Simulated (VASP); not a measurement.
CoPd3:

```
Co Pd
1.0
     3.85038    0.00000    0.00000
     0.00000    3.85038    0.00000
     0.00000    0.00000    3.85038
Co Pd
1 3
Direct
  0.00000 0.00000 0.00000
  0.00000 0.50000 0.50000
  0.50000 0.00000 0.50000
  0.50000 0.50000 0.00000
```

| Property | Result |
| --- | --- |
| Program | VASP 6.6.1 |
| Task | relaxation of cell and atoms |
| Functional | PBEsol |
| Potentials or basis | VASP PAW PBE potentials, release 64 (Co, Pd) |
| Cutoff | 600 eV |
| k mesh | 7 × 7 × 7 |
| Occupations | fermi-dirac, width 0.1 eV |
| Spin | collinear spin, ferromagnetic start |
| Starting moments | [3.2, 0.0, 0.0, 0.0] μB |

At the start: pressure -7.5 GPa; volume 14.27 Å³/atom.

Problem. How do energy, volume and symmetry change on relaxing?

Solution. Over 3 steps the energy falls by 14.0 meV/atom and the volume is 13.71 Å³/atom (-4.0 %); space group Pm-3m (No. 221, to 0.1 Å) before and after; moment 2.89 μB per cell.

Step by step:
```tsv
step	energy change (eV)	largest force (eV/Å)	pressure (GPa)	volume (Å³)
1	0.0000	0.0000	-7.46	57.08
2	0.0638	0.0000	13.47	51.77
3	-0.0562	0.0000	-0.07	54.82
```

Final structure:
```xyz
4
Lattice="3.7988 0.0000 0.0000 0.0000 3.7988 0.0000 0.0000 0.0000 3.7988" Properties=species:S:1:pos:R:3 pbc="T T T"
Co    0.0000    0.0000    0.0000
Pd    0.0000    1.8994    1.8994
Pd    1.8994    0.0000    1.8994
Pd    1.8994    1.8994    0.0000
```

Caveat: the PAW data sets were made with another functional, which shifts forces and pressure a little.
